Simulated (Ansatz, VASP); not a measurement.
# Hf3N in VASP and in Ansatz

```
Hf N
1.0
     5.80279    0.00000    0.00000
    -2.90140    5.02536    0.00000
     0.00000    0.00000    4.83929
Hf N
6 2
Direct
  0.82926 0.65853 0.25000
  0.17074 0.82926 0.75000
  0.34147 0.17074 0.25000
  0.17074 0.34147 0.75000
  0.82926 0.17074 0.25000
  0.65853 0.82926 0.75000
  0.33333 0.66667 0.25000
  0.66667 0.33333 0.75000
```

Alike in both runs: functional PBE; k mesh 3 × 3 × 4; occupations gaussian, width 0.1 eV; no spin polarisation.

Ansatz relaxed the structure, and its values are those at the end. VASP's run is a single point on that final structure, the one shown.

|  | VASP | Ansatz |
| --- | --- | --- |
| version | VASP 6.6.1 | Ansatz 0.2.0 |
| potentials or method | VASP PAW PBE potentials, release 64 (Hf_pv, N), cutoff 520 eV | scalar-relativistic, plane waves, PAW |
| valence electrons in the cell | 70 | 166 |

Ansatz gave:

```
gap on the k mesh at the Fermi level (eV) : none
pressure (GPa)                            : 0.0
rms of the force components (eV/Å)        : 0.011
```

Problem. What did VASP give for the same quantities?

Solution. gap on the k mesh at the Fermi level (eV): none; pressure (GPa): -0.7; rms of the force components (eV/Å): 0.012.

A gap of «none» marks a metal or a gap that the smearing closes. With one functional, cell and mesh, what is left measures potentials, basis and numerics. VASP's potentials hold 70 valence electrons a cell and Ansatz's 166, so a difference there can come from the potentials and not from the codes.

The k mesh is coarse, so the values compare programs but aren't converged. Neither program's run includes spin-orbit coupling.
